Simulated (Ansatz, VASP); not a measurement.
**One calculation of PbS, two programs**

```
Pb S
1.0
     2.11266    1.21975    3.45192
    -2.11266    1.21975    3.45192
     0.00000   -2.43949    3.45192
Pb S
1 1
Cartesian
  0.0000 0.0000 10.1545
  0.0000 0.0000 4.9193
```

Alike in both runs: functional r2SCAN; k mesh 6 × 6 × 6; occupations gaussian, width 0.02 eV; no spin polarisation.

Ansatz relaxed the structure, and its values are those at the end. VASP's run is a single point on that final structure, the one shown.

```csv
,VASP,Ansatz
version,VASP 6.6.1,Ansatz 0.2.0
potentials or method,"VASP PAW PBE potentials, release 64 (Pb_d, S), cutoff 520 eV","scalar-relativistic, plane waves, PAW"
valence electrons in the cell,20,20
```

|  | VASP | Ansatz | Ansatz less VASP |
| --- | --- | --- | --- |
| gap on the k mesh at the Fermi level (eV) | 0.72 | 0.71 | -0.010 |
| least direct gap on the mesh (eV) | 0.72 | 0.71 | -0.010 |
| pressure (GPa) | -0.1 | 0.0 | +0.02 |
| rms of the force components (eV/Å) | 0.004 | 0.003 | -0.0015 |

VASP's potentials were made for PBE, not for r2SCAN. The functional is the same, so the differences come from potentials, cutoffs and numerics.

Spin-orbit coupling is off throughout.
